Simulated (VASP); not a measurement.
# CsPbCl3 in VASP: a series of runs

CsPbCl3 is run at these levels: HSE06, PBE-based screened hybrid with 20 % exact exchange; tasks: single point.

Everything below comes from runs of VASP 6.6.1. Logs are shortened: lines on timing, memory, paths and dates and some standing lists are left out, and cuts for length are marked.

### 1 The cell of the first run

The typed cell holds 5 atoms: a = 5.677 Å, b = 5.677 Å, c = 5.677 Å, α = 90.00°, β = 90.00°, γ = 90.00°.

### 2 Single point, HSE06

Input file POSCAR:

```
CsPbCl3
1.0
    4.0141224310      2.3175546661      3.2773182345
   -4.0141224310      2.3175546661      3.2773182345
    0.0000000000     -4.6351093322      3.2773182345
Cs Pb Cl
1 1 3
Direct
    0.5000000000      0.5000000000      0.5000000000
    0.0000000000      0.0000000000      0.0000000000
    0.5000000000      0.0000514515      0.9999485485
    0.0000514515      0.9999485485      0.5000000000
    0.9999485485      0.5000000000      0.0000514515
```

Input file INCAR.step1:

```
SYSTEM = CsPbCl3
ALGO = Normal
EDIFF = 1E-5
ENCUT = 520
GGA = PE
ISIF = 2
ISMEAR = 0
LASPH = .True.
LCHARG = .False.
LREAL = .False.
LWAVE = .True.
NBANDS = 30
NELM = 60
PREC = Accurate
SIGMA = 0.01
```

Input file INCAR.step2:

```
SYSTEM = CsPbCl3
ALGO = Normal
EDIFF = 1E-6
ENCUT = 520
GGA = PE
HFSCREEN = 0.2079
ISIF = 2
ISMEAR = 0
ISTART = 1
LASPH = .True.
LCHARG = .False.
LHFCALC = .True.
LREAL = .False.
LWAVE = .False.
NBANDS = 30
NELM = 60
PREC = Accurate
PRECFOCK = Fast
SIGMA = 0.01
```

Input file KPOINTS:

```
k-points
0
Gamma
  2 2 2
  0 0 0
```

Potentials or basis: VASP PAW PBE potentials, release 64 (Cs_sv, Pb_d, Cl).

The run is started by

```bash
> cat potpaw_PBE.64/Cs_sv/POTCAR potpaw_PBE.64/Pb_d/POTCAR potpaw_PBE.64/Cl/POTCAR > POTCAR
> cp INCAR.step1 INCAR
> mpirun -np 1 vasp_std > vasp.out
> cp INCAR.step2 INCAR
> mpirun -np 1 vasp_std > vasp.out
```

OUTCAR:

```text
SYSTEM = CsPbCl3
   EDIFF = 1E-6
   ENCUT = 520
   GGA = PE
   HFSCREEN = 0.2079
   ISIF = 2
   ISMEAR = 0
   ISTART = 1
   LASPH = .True.
   LHFCALC = .True.
   LREAL = .False.
   NELM = 60
   PREC = Accurate
   PRECFOCK = Fast

 ion  position               nearest neighbor table
   1  0.500  0.500  0.500-
   2  0.000  0.000  0.000-   3 2.84   5 2.84   5 2.84   3 2.84   4 2.84   4 2.84
   3  0.500  0.000  1.000-   2 2.84   2 2.84
   4  0.000  1.000  0.500-   2 2.84   2 2.84
   5  1.000  0.500  0.000-   2 2.84   2 2.84

  LATTYP: Found a trigonal (rhomboedric) cell.
 ALAT       =     5.6767114892
 COS(alpha) =    -0.0000404794

  Lattice vectors:

 A1 = (   4.0141224310,   2.3175546661,   3.2773182345)
 A2 = (  -4.0141224310,   2.3175546661,   3.2773182345)
 A3 = (   0.0000000000,  -4.6351093322,   3.2773182345)

Analysis of symmetry for initial positions (statically):
=====================================================================
 Subroutine PRICEL returns:
 Original cell was already a primitive cell.

 Routine SETGRP: Setting up the symmetry group for a
 trigonal (rhombohedral) supercell.

 Subroutine GETGRP returns: Found  6 space group operations
 (whereof  6 operations were pure point group operations)
 out of a pool of 12 trial point group operations.

The static configuration has the point symmetry D_3 .

Analysis of symmetry for dynamics (positions and initial velocities):
=====================================================================
 Subroutine PRICEL returns:
 Original cell was already a primitive cell.

 Routine SETGRP: Setting up the symmetry group for a
 trigonal (rhombohedral) supercell.

 Subroutine GETGRP returns: Found  6 space group operations
 (whereof  6 operations were pure point group operations)
 out of a pool of 12 trial point group operations.

The dynamic configuration has the point symmetry D_3 .

 Subroutine INISYM returns: Found  6 space group operations
 (whereof  6 operations are pure point group operations),
 and found     1 'primitive' translations

----------------------------------------------------------------------------------------

                                     Primitive cell
[... 80 lines left out ...]
   IBRION =     -1    ionic relax: 0-MD 1-quasi-New 2-CG
   NFREE  =      0    steps in history (QN), initial steepest desc. (CG)
   ISIF   =      2    stress and relaxation
   ISYM   =      3    0-nonsym 1-usesym 2-fastsym
   POTIM  = 0.5000    time-step for ionic-motion
   TEBEG  =    0.0;   TEEND  =   0.0 temperature during run
   PSTRESS=    0.0 pullay stress
   NELECT =      44.0000    total number of electrons
   NUPDOWN=      -1.0000    fix difference up-down
   EMIN   =  10.00;   EMAX   =-10.00  energy-range for DOS
   EFERMI =   0.00;   METHOD = LEGACY
   ISMEAR =     0;   SIGMA  =   0.01  broadening in eV -4-tet -1-fermi 0-gaus
   EFERMI_NEDOS =   21; number of points for ismear=-14 and -15
   IALGO  =     38    algorithm
   IMIX   =      1    mixing-type and parameters
     AMIX     =   0.40;   BMIX     =  1.00
     AMIX_MAG =   1.60;   BMIX_MAG =  1.00
  volume/ion in A,a.u.               =      36.59       246.90
  Fermi-wavevector in a.u.,A,eV,Ry     =   1.018112  1.923953 14.103148  1.036552
  Thomas-Fermi vector in A             =   2.151551
   LORBIT       =      0    0 simple, 1 ext, 2 COOP (PROOUT), +10 PAW based schemes
   GGA     = PE    functional components
   LHFCALC =     T    Hartree Fock is set to
   PRECFOCK=fast      Normal, Fast or Accurate (Low or Medium for compatibility)
   ENCUT4O =  -1.0   cutoff for four orbital integrals eV
   NKREDX  =     1    reduce k-point grid by
   NKREDY  =     1    reduce k-point grid by
   NKREDZ  =     1    reduce k-point grid by
   AEXX    =    0.2500 exact exchange contribution
   HFSCREEN=    0.2079 screening length (either q_TF or 0.3 A-1)
   HFSCREENC=   0.2079 screening length for correlation (either q_TF or 0.3 A-1)
   ENCUTFOCK=  -1.0 apply spherical cutoff to Coloumb kernel
   IVDW    =     0    specifies the selected vdW correction
   LEPSILON=     F    determine dielectric tensor
   LRPA    =     F    only Hartree local field effects (RPA)
 non-spin polarized calculation
 Gauss-broadening in eV      SIGMA  =   0.01
  energy-cutoff  :      520.00
  volume of cell :      182.93
 maximum number of plane-waves:      4950
  NGX = 24; NGY = 24; NGZ = 24

 number of electron      44.0000021 magnetization

 Free energy of the ion-electron system (eV)
  ---------------------------------------------------
  ext. energy  EPLUGINS =         0.00000000
  ---------------------------------------------------
  free energy    TOTEN  =       -20.40232554 eV

  energy without entropy =      -20.40232554  energy(sigma->0) =      -20.40232554

 E-fermi :   0.8607     XC(G=0):  -6.4078

 val. band max:        0.8141280633   @ k =   0.5000   0.5000   0.5000
 cond. band min:       3.6837506967   @ k =   0.5000   0.5000   0.5000
 fundamental gap:      2.8696226334
 Fermi energy:         0.8607135495

 k-point     1 :       0.0000    0.0000    0.0000
  band No.  band energies     occupation
      1     -21.9601      2.00000
      2     -17.5440      2.00000
      3     -17.5440      2.00000
      4     -17.3255      2.00000
      5     -17.3255      2.00000
      6     -17.3255      2.00000
[... 121 lines left out ...]
     29       7.5259      0.00000
     30       8.7874      0.00000

------------------------ aborting loop because EDIFF is reached ----------------------------------------

  FORCE on cell =-STRESS in cart. coord.  units (eV):
  Direction    XX          YY          ZZ          XY          YZ          ZX
  --------------------------------------------------------------------------------------
  -------------------------------------------------------------------------------------
  Total        1.5434608      1.5434608      1.5441222      0.0000000      0.0000000     -0.0000000
  in kB       13.5181021     13.5181021     13.5238944      0.0000000      0.0000000     -0.0000000
  external PRESSURE =      13.5200329 kB  Pullay stress =       0.0000000 kB

 VOLUME and BASIS-vectors are now :
 -----------------------------------------------------------------------------
  energy-cutoff  :      520.00
  volume of cell :      182.93
      direct lattice vectors                 reciprocal lattice vectors
     4.014122431  2.317554666  3.277318235     0.124560227  0.071914880  0.101709175
    -4.014122431  2.317554666  3.277318235    -0.124560227  0.071914880  0.101709175
     0.000000000 -4.635109332  3.277318235     0.000000000 -0.143829761  0.101709175

 POSITION                                       TOTAL-FORCE (eV/Angst)
 -----------------------------------------------------------------------------------
      0.00000      0.00000      4.91598        -0.000000     -0.000000      0.000000
      0.00000      0.00000      0.00000        -0.000000     -0.000000      0.000000
      2.00685     -3.47597      4.91598        -0.000126      0.000219      0.000000
     -4.01371      0.00000      4.91598         0.000253     -0.000000     -0.000000
      2.00685      3.47597      4.91598        -0.000126     -0.000219      0.000000
 -----------------------------------------------------------------------------------
    total drift:                               -0.000003      0.000009      0.000012

  FREE ENERGIE OF THE ION-ELECTRON SYSTEM (eV)
  ---------------------------------------------------
  free  energy   TOTEN  =       -20.4023255358 eV

  energy  without entropy=      -20.4023255358  energy(sigma->0) =      -20.40232554
```

Wall time 5.4 min (1 thread of Intel Xeon 8259CL, shared host); peak memory 0.38 GiB.

What came out:

| Item | Value |
| --- | --- |
| Free energy | -20.4023 eV |
| Pressure | 1.4 GPa |
| Band gap on the k mesh | 2.87 eV |

Levels at points of the mesh, in eV from the valence-band top:
```tsv
k point	band 18	band 19	band 20	band 21	band 22	band 23	band 24	band 25	band 26	band 27
(0.00, 0.00, 0.00)	-2.77	-2.77	-2.66	-2.66	-2.66	4.36	5.40	5.40	6.34	6.34
(0.50, 0.00, 0.00)	-2.88	-2.87	-2.77	-2.77	-1.76	3.93	5.74	6.31	6.35	6.35
(0.50, 0.50, 0.00)	-2.96	-2.96	-2.90	-2.35	-0.84	3.44	3.44	5.94	6.52	6.82
(0.50, 0.50, 0.50)	-2.89	-2.34	-2.34	-2.34	0.00	2.87	2.87	2.87	6.18	6.71
```

Caveat: the k points lie up to 0.55 Å⁻¹ apart; the PAW data sets were made with another functional, which shifts forces and pressure a little; spin-orbit coupling is left out, which moves the levels of the heavy elements.

### 3 Single point, PBE-based screened hybrid with 20 % exact exchange

POSCAR is that of step 2.

Input file INCAR.step1:

```
SYSTEM = CsPbCl3
PREC = Accurate ; ENCUT = 520
EDIFF = 1E-5 ; ISMEAR = 0
SIGMA = 0.01 ; LREAL = .FALSE.
LASPH = .TRUE. ; NELM = 80
ALGO = Normal ; ISIF = 2
LWAVE = .TRUE. ; LCHARG = .FALSE.
GGA = PE ; NBANDS = 30
```

Input file INCAR.step2:

```
SYSTEM = CsPbCl3
PREC = Accurate ; ENCUT = 520
EDIFF = 1E-6 ; ISMEAR = 0
SIGMA = 0.01 ; LREAL = .FALSE.
LASPH = .TRUE. ; NELM = 80
ALGO = Normal ; ISIF = 2
LWAVE = .FALSE. ; LCHARG = .FALSE.
GGA = PE ; LHFCALC = .TRUE.
AEXX = 0.2 ; HFSCREEN = 0.1
PRECFOCK = Fast ; ISTART = 1
NBANDS = 30
```

Input file KPOINTS:

```
Automatic mesh
0
G
  2 2 2
  0 0 0
```

Potentials or basis: VASP PAW PBE potentials, release 64 (Cs_sv, Pb_d, Cl).

The run is started by

```bash
> cat potpaw_PBE.64/Cs_sv/POTCAR potpaw_PBE.64/Pb_d/POTCAR potpaw_PBE.64/Cl/POTCAR > POTCAR
> cp INCAR.step1 INCAR
> mpirun -np 1 vasp_std > vasp.out
> cp INCAR.step2 INCAR
> mpirun -np 1 vasp_std > vasp.out
```

Run time: 5.6 min. Hardware: 1 thread of Intel Xeon 8259CL, shared host; peak memory 0.38 GiB.

Results (log left out):

- Free energy: -20.4661 eV
- Pressure: 1.3 GPa
- Band gap on the k mesh: 3.00 eV

Levels at points of the mesh, in eV from the valence-band top:
```
           k point  band 19  band 20  band 21  band 22  band 23  band 24  band 25  band 26
(0.00, 0.00, 0.00)    -2.69    -2.58    -2.58    -2.58     4.48     5.52     5.52     6.46
(0.50, 0.00, 0.00)    -2.79    -2.69    -2.68    -1.72     4.05     5.86     6.43     6.46
(0.50, 0.50, 0.00)    -2.87    -2.82    -2.27    -0.83     3.57     3.57     6.05     6.64
(0.50, 0.50, 0.50)    -2.26    -2.26    -2.26     0.00     3.00     3.00     3.00     6.30
```

Caveat: the k points lie up to 0.55 Å⁻¹ apart; the PAW data sets were made with another functional, which shifts forces and pressure a little; spin-orbit coupling is left out, which moves the levels of the heavy elements. A k mesh can miss the band edges.
